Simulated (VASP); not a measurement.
Crystal: LiF (Griceite).

```xyz
2
Lattice="0.0000 2.0689 1.9500 2.0689 0.0000 1.9500 2.0689 2.0689 0.0000" Properties=species:S:1:pos:R:3 pbc="T T T"
Li    0.0000    0.0000    0.0000
F     2.0689    2.0689    1.9500
```

This cell differs from its parent crystal: epitaxial xy strain +3.7%.

Base run:

- Program: VASP 6.6.1
- Functional: r2SCAN
- Potentials or basis: VASP PAW PBE potentials, release 64 (Li_sv, F)
- Cutoff: 520 eV
- k mesh: 10 × 10 × 10
- Occupations: gaussian, width 0.01 eV
- Spin: no spin polarisation

Its results: band gap on the k mesh 9.99 eV, direct.

Problem. The run is repeated on the same cell with these changes: functional from r2SCAN to PBE; occupations from gaussian, width 0.01 eV to fermi-dirac, width 0.02 eV. What comes out?

Solution. Band gap on the k mesh 8.84 eV, direct.

A k mesh can miss the band edges.
